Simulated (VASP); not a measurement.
# H7Rh2 (P6/mmm) in VASP: further runs

The runs below take H7Rh2 through single point, with PBE.

All numbers are computed with VASP 6.6.1; they aren't measurements. Logs are shortened: lines on timing, memory, paths and dates and some standing lists are left out, and cuts for length are marked.

## (1) The cell of the first run

The structure is hexagonal, space group P6/mmm (No. 191). Conventional cell: a = 3.671 Å, b = 3.671 Å, c = 6.843 Å, α = 90.00°, β = 90.00°, γ = 120.00°. H (site symmetry m2m) has 3 H at 1.06 to 1.31 Å within 1.4 Å. Within 3.1 Å of H (site symmetry 6/mmm) lie 2 Rh at 2.32 Å. Rh (site symmetry 6mm) has 6 H at 1.71 Å and 1 Rh at 2.20 Å within 2.3 Å.

## (2) Single point, PBE

Input file INCAR:

```
SYSTEM = H7Rh2
PREC = Accurate ; ENCUT = 520
EDIFF = 1E-6 ; ISMEAR = 0
SIGMA = 0.1 ; LREAL = .False.
LASPH = .True. ; NELM = 100
ALGO = Normal ; ISIF = 2
LWAVE = .False. ; LCHARG = .False.
GGA = PE ; NBANDS = 28
```

Input file KPOINTS:

```
Automatic mesh
0
Gamma
  6 6 4
  0 0 0
```

Input file POSCAR:

```
H7Rh2
1.0
    3.6714209700      0.0000000000      0.0000000000
   -1.8357104900      3.1795438300      0.0000000000
    0.0000000000      0.0000000000      6.8429203800
H Rh
7 2
Direct
    0.6439982400      0.0000000000      0.5000000000
    0.0000000000      0.6439982400      0.5000000000
    0.3560017600      0.3560017600      0.5000000000
    0.3560017600      0.0000000000      0.5000000000
    0.0000000000      0.3560017600      0.5000000000
    0.6439982400      0.6439982400      0.5000000000
    0.0000000000      0.0000000000      0.0000000000
    0.0000000000      0.0000000000      0.3394130300
    0.0000000000      0.0000000000      0.6605869700
```

Potentials or basis: VASP PAW PBE potentials, release 64 (H, Rh_pv).

Run with:

```bash
> cat potpaw_PBE.64/H/POTCAR potpaw_PBE.64/Rh_pv/POTCAR > POTCAR
> mpirun -np 1 vasp_std > vasp.out
```

OUTCAR:

```text
SYSTEM = H7Rh2
   PREC = Accurate
   ENCUT = 520
   EDIFF = 1E-6
   ISMEAR = 0
   LREAL = .False.
   LASPH = .True.
   NELM = 100
   ISIF = 2
   GGA = PE

 ion  position               nearest neighbor table
   1  0.644  0.000  0.500-   8 1.71   9 1.71
   2  0.000  0.644  0.500-   8 1.71   9 1.71
   3  0.356  0.356  0.500-   8 1.71   9 1.71
   4  0.356  0.000  0.500-   8 1.71   9 1.71
   5  0.000  0.356  0.500-   8 1.71   9 1.71
   6  0.644  0.644  0.500-   8 1.71   9 1.71
   7  0.000  0.000  0.000-
   8  0.000  0.000  0.339-   3 1.71   6 1.71   4 1.71   1 1.71   5 1.71   2 1.71   9 2.20
   9  0.000  0.000  0.661-   3 1.71   6 1.71   4 1.71   1 1.71   5 1.71   2 1.71   8 2.20

  LATTYP: Found a hexagonal cell.
 ALAT       =     3.6714209700
 C/A-ratio  =     1.8638343126

  Lattice vectors:

 A1 = (   3.6714209700,   0.0000000000,   0.0000000000)
 A2 = (  -1.8357104900,   3.1795438300,   0.0000000000)
 A3 = (   0.0000000000,   0.0000000000,   6.8429203800)

Analysis of symmetry for initial positions (statically):
=====================================================================
 Subroutine PRICEL returns:
 Original cell was already a primitive cell.

 Routine SETGRP: Setting up the symmetry group for a
 hexagonal supercell.

 Subroutine GETGRP returns: Found 24 space group operations
 (whereof 24 operations were pure point group operations)
 out of a pool of 24 trial point group operations.

The static configuration has the point symmetry D_6h.

Analysis of symmetry for dynamics (positions and initial velocities):
=====================================================================
 Subroutine PRICEL returns:
 Original cell was already a primitive cell.

 Routine SETGRP: Setting up the symmetry group for a
 hexagonal supercell.

 Subroutine GETGRP returns: Found 24 space group operations
 (whereof 24 operations were pure point group operations)
 out of a pool of 24 trial point group operations.

The dynamic configuration has the point symmetry D_6h.

 Subroutine INISYM returns: Found 24 space group operations
 (whereof 24 operations are pure point group operations),
 and found     1 'primitive' translations

----------------------------------------------------------------------------------------

                                     Primitive cell

  volume of cell :      79.8804

  direct lattice vectors                    reciprocal lattice vectors
     3.671420970  0.000000000  0.000000000     0.272374105  0.157255263  0.000000000
    -1.835710490  3.179543830  0.000000000     0.000000000  0.314510525  0.000000000
     0.000000000  0.000000000  6.842920380     0.000000000  0.000000000  0.146136437

  length of vectors
     3.671420970  3.671420974  6.842920380     0.314510526  0.314510525  0.146136437

  position of ions in fractional coordinates (direct lattice)
     0.643998240  0.000000000  0.500000000
     1.000000000  0.643998240  0.500000000
     0.356001760  0.356001760  0.500000000
     0.356001760  0.000000000  0.500000000
     1.000000000  0.356001760  0.500000000
     0.643998240  0.643998240  0.500000000
     0.000000000  0.000000000  0.000000000
     0.000000000  0.000000000  0.339413030
     0.000000000  0.000000000  0.660586970

  ion indices of the primitive-cell ions
   primitive index   ion index
                 1           1
                 2           2
                 3           3
                 4           4
                 5           5
                 6           6
                 7           7
                 8           8
                 9           9

----------------------------------------------------------------------------------------

 KPOINTS: Automatic mesh

Automatic generation of k-mesh.
 Grid dimensions read from file:
 generate k-points for:    6    6    4

 Generating k-lattice:

  Cartesian coordinates                     Fractional coordinates (reciprocal lattice)
     0.045395684  0.026209211  0.000000000     0.166666667 -0.000000000  0.000000000
     0.000000000  0.052418421  0.000000000     0.000000000  0.166666667  0.000000000
     0.000000000  0.000000000  0.036534109     0.000000000  0.000000000  0.250000000

  Length of vectors
     0.052418421  0.052418421  0.036534109

  Shift w.r.t. Gamma in fractional coordinates (k-lattice)
     0.000000000  0.000000000  0.000000000

 Subroutine IBZKPT returns following result:
 ===========================================

 Found     21 irreducible k-points:

 Following reciprocal coordinates:
            Coordinates               Weight
  0.000000  0.000000  0.000000      1.000000
  0.166667  0.000000  0.000000      6.000000
  0.333333  0.000000  0.000000      6.000000
  0.500000  0.000000  0.000000      3.000000
  0.166667  0.166667  0.000000      6.000000
  0.333333  0.166667  0.000000     12.000000
[... 13 lines left out ...]
  0.333333  0.166667  0.500000     12.000000
  0.333333  0.333333  0.500000      2.000000
   k-points           NKPTS =     21   k-points in BZ     NKDIM =     21   number of bands    NBANDS=     28
   number of dos      NEDOS =    301   number of ions     NIONS =      9
   total plane-waves  NPLWV =  42336
   dimension x,y,z NGX =    28 NGY =   28 NGZ =   54
   dimension x,y,z NGXF=    56 NGYF=   56 NGZF=  108
   ions per type =               7   2
   NGX,Y,Z   is equivalent  to a cutoff of  12.68, 12.68, 13.12 a.u.
   NGXF,Y,Z  is equivalent  to a cutoff of  25.36, 25.36, 26.24 a.u.
 SYSTEM =  H7Rh2
   PREC   = accura    normal or accurate (medium, high low for compatibility)
   ISTART =      0    job   : 0-new  1-cont  2-samecut
   ICHARG =      2    charge: 1-file 2-atom 10-const
   ISPIN  =      1    spin polarized calculation?
   LNONCOLLINEAR =      F non collinear calculations
   LSORBIT =      F    spin-orbit coupling
   LASPH  =      T    aspherical Exc in radial PAW
   ENCUT  =  520.0 eV  38.22 Ry    6.18 a.u.   6.83  6.83 12.72*2*pi/ulx,y,z
   NELM   =    100;   NELMIN=  2; NELMDL= -5     # of ELM steps
   EDIFF  = 0.1E-05   stopping-criterion for ELM
   LREAL  =      F    real-space projection
   EDIFFG = 0.1E-04   stopping-criterion for IOM
   NSW    =      0    number of steps for IOM
   IBRION =     -1    ionic relax: 0-MD 1-quasi-New 2-CG
   NFREE  =      0    steps in history (QN), initial steepest desc. (CG)
   ISIF   =      2    stress and relaxation
   ISYM   =      2    0-nonsym 1-usesym 2-fastsym
   POTIM  = 0.5000    time-step for ionic-motion
   TEBEG  =    0.0;   TEEND  =   0.0 temperature during run
   PSTRESS=    0.0 pullay stress
   NELECT =      37.0000    total number of electrons
   NUPDOWN=      -1.0000    fix difference up-down
   EMIN   =  10.00;   EMAX   =-10.00  energy-range for DOS
   EFERMI =   0.00;   METHOD = LEGACY
   ISMEAR =     0;   SIGMA  =   0.10  broadening in eV -4-tet -1-fermi 0-gaus
   EFERMI_NEDOS =   21; number of points for ismear=-14 and -15
   IALGO  =     38    algorithm
   IMIX   =      4    mixing-type and parameters
     AMIX     =   0.40;   BMIX     =  1.00
     AMIX_MAG =   1.60;   BMIX_MAG =  1.00
  volume/ion in A,a.u.               =       8.88        59.90
  Fermi-wavevector in a.u.,A,eV,Ry     =   1.266665  2.393651 21.829749  1.604441
  Thomas-Fermi vector in A             =   2.399854
   LORBIT       =      0    0 simple, 1 ext, 2 COOP (PROOUT), +10 PAW based schemes
   GGA     = PE    functional components
   LHFCALC =     F    Hartree Fock is set to
   AEXX    =    0.0000 exact exchange contribution
   IVDW    =     0    specifies the selected vdW correction
   LEPSILON=     F    determine dielectric tensor
   LRPA    =     F    only Hartree local field effects (RPA)
 non-spin polarized calculation
 Gauss-broadening in eV      SIGMA  =   0.10
  energy-cutoff  :      520.00
  volume of cell :       79.88
 maximum number of plane-waves:      2180
 NGX is ok and might be reduce to    28
   NGX = 13   NGY = 13   NGZ = 25

 number of electron      37.0000004 magnetization

 Free energy of the ion-electron system (eV)
  ---------------------------------------------------
  ext. energy  EPLUGINS =         0.00000000
  ---------------------------------------------------
  free energy    TOTEN  =       -27.86408022 eV

  energy without entropy =      -27.84432353  energy(sigma->0) =      -27.85420188

 E-fermi :   2.5078     XC(G=0):  -9.2232

 val. band max:        2.4218825318   @ k =   0.3333   0.3333   0.0000
 cond. band min:       2.5091874667   @ k =   0.1667   0.1667   0.5000
 fundamental gap:      0.0873049349
 Fermi energy:         2.5078088057

 k-point     1 :       0.0000    0.0000    0.0000
  band No.  band energies     occupation
      1     -44.6405      2.00000
      2     -43.9200      2.00000
      3     -43.9200      2.00000
      4     -43.7181      2.00000
      5     -43.7181      2.00000
      6     -43.2495      2.00000
[... 20 lines left out ...]
     27      14.3468      0.00000
     28      15.7630      0.00000

 k-point     2 :       0.1667    0.0000    0.0000
  band No.  band energies     occupation
      1     -44.6391      2.00000
      2     -43.9259      2.00000
      3     -43.9216      2.00000
      4     -43.7219      2.00000
      5     -43.7192      2.00000
      6     -43.2492      2.00000
[... 20 lines left out ...]
     27      13.2961      0.00000
     28      14.2171      0.00000

 k-point     3 :       0.3333    0.0000    0.0000
  band No.  band energies     occupation
      1     -44.6364      2.00000
      2     -43.9375      2.00000
      3     -43.9248      2.00000
      4     -43.7294      2.00000
      5     -43.7212      2.00000
      6     -43.2486      2.00000
[... 20 lines left out ...]
     27      13.2160      0.00000
     28      13.2733      0.00000

 k-point     4 :       0.5000    0.0000    0.0000
  band No.  band energies     occupation
      1     -44.6350      2.00000
      2     -43.9433      2.00000
      3     -43.9263      2.00000
      4     -43.7332      2.00000
      5     -43.7222      2.00000
      6     -43.2483      2.00000
[... 20 lines left out ...]
     27      12.4414      0.00000
     28      13.1963      0.00000

 k-point     5 :       0.1667    0.1667    0.0000
  band No.  band energies     occupation
      1     -44.6371      2.00000
      2     -43.9335      2.00000
      3     -43.9250      2.00000
      4     -43.7269      2.00000
      5     -43.7214      2.00000
      6     -43.2488      2.00000
[... 20 lines left out ...]
     27      11.9750      0.00000
     28      12.3255      0.00000

 k-point     6 :       0.3333    0.1667    0.0000
  band No.  band energies     occupation
      1     -44.6350      2.00000
      2     -43.9405      2.00000
      3     -43.9292      2.00000
      4     -43.7313      2.00000
      5     -43.7241      2.00000
      6     -43.2484      2.00000
[... 370 lines left out ...]
      5     -43.7222      2.00000
      6     -43.2486      2.00000
[... 20 lines left out ...]
     27      10.8865      0.00000
     28      11.9181      0.00000

 k-point    19 :       0.1667    0.1667    0.5000
  band No.  band energies     occupation
      1     -44.6369      2.00000
      2     -43.9335      2.00000
      3     -43.9250      2.00000
      4     -43.7269      2.00000
      5     -43.7214      2.00000
      6     -43.2490      2.00000
[... 20 lines left out ...]
     27      12.2759      0.00000
     28      12.6355      0.00000

 k-point    20 :       0.3333    0.1667    0.5000
  band No.  band energies     occupation
      1     -44.6348      2.00000
      2     -43.9405      2.00000
      3     -43.9292      2.00000
      4     -43.7313      2.00000
      5     -43.7241      2.00000
      6     -43.2486      2.00000
[... 20 lines left out ...]
     27      11.4161      0.00000
     28      11.5667      0.00000

 k-point    21 :       0.3333    0.3333    0.5000
  band No.  band energies     occupation
      1     -44.6342      2.00000
      2     -43.9367      2.00000
      3     -43.9367      2.00000
      4     -43.7289      2.00000
      5     -43.7289      2.00000
      6     -43.2484      2.00000
[... 20 lines left out ...]
     27      10.4411      0.00000
     28      12.0411      0.00000

------------------------ aborting loop because EDIFF is reached ----------------------------------------

  FORCE on cell =-STRESS in cart. coord.  units (eV):
  Direction    XX          YY          ZZ          XY          YZ          ZX
  --------------------------------------------------------------------------------------
  -------------------------------------------------------------------------------------
  Total        8.9089471      8.9089471     21.7851956     -0.0000000     -0.0000000      0.0000000
  in kB      178.6884481    178.6884483    436.9498139     -0.0000003     -0.0000000      0.0000000
  external PRESSURE =     264.7755701 kB  Pullay stress =       0.0000000 kB

 VOLUME and BASIS-vectors are now :
 -----------------------------------------------------------------------------
  energy-cutoff  :      520.00
  volume of cell :       79.88
      direct lattice vectors                 reciprocal lattice vectors
     3.671420970  0.000000000  0.000000000     0.272374105  0.157255263  0.000000000
    -1.835710490  3.179543830  0.000000000     0.000000000  0.314510525  0.000000000
     0.000000000  0.000000000  6.842920380     0.000000000  0.000000000  0.146136437

 POSITION                                       TOTAL-FORCE (eV/Angst)
 -----------------------------------------------------------------------------------
      2.36439      0.00000      3.42146        -0.165866      0.000000      0.000000
     -1.18219      2.04762      3.42146         0.082933     -0.143644      0.000000
      0.65352      1.13192      3.42146         0.082933      0.143644      0.000000
      1.30703      0.00000      3.42146         0.165866      0.000000      0.000000
     -0.65352      1.13192      3.42146        -0.082933      0.143644      0.000000
      1.18219      2.04762      3.42146        -0.082933     -0.143644      0.000000
      0.00000      0.00000      0.00000        -0.000000      0.000000      0.000000
      0.00000      0.00000      2.32258        -0.000000      0.000000    -14.357260
      0.00000      0.00000      4.52034        -0.000000      0.000000     14.357260
 -----------------------------------------------------------------------------------
    total drift:                               -0.000000      0.000000      0.000000

  FREE ENERGIE OF THE ION-ELECTRON SYSTEM (eV)
  ---------------------------------------------------
  free  energy   TOTEN  =       -27.8640802220 eV

  energy  without entropy=      -27.8443235347  energy(sigma->0) =      -27.85420188
```

It took 68 s on 1 thread of Intel Xeon Platinum 8259CL at 2.50GHz (Skylake/Cascade Lake), shared host; peak memory 0.2 GiB.

What came out:

```
Free energy   : -27.8641 eV
Pressure      : 26.5 GPa
Largest force : 14.357 eV/Å
```

Forces on the atoms (eV/Å):
```
H    -0.166   0.000   0.000
H     0.083  -0.144   0.000
H     0.083   0.144   0.000
H     0.166   0.000   0.000
H    -0.083   0.144   0.000
H    -0.083  -0.144   0.000
H     0.000   0.000   0.000
Rh    0.000   0.000 -14.357
Rh    0.000   0.000  14.357
```

Stress tensor (GPa, compression positive):
```
17.87  0.00  0.00
 0.00 17.87  0.00
 0.00  0.00 43.69
```

Caveat: forces of over 1 eV/Å act on the atoms, so gaps and moduli don't describe the material at rest.

(Part 1 of 2 ends here.)
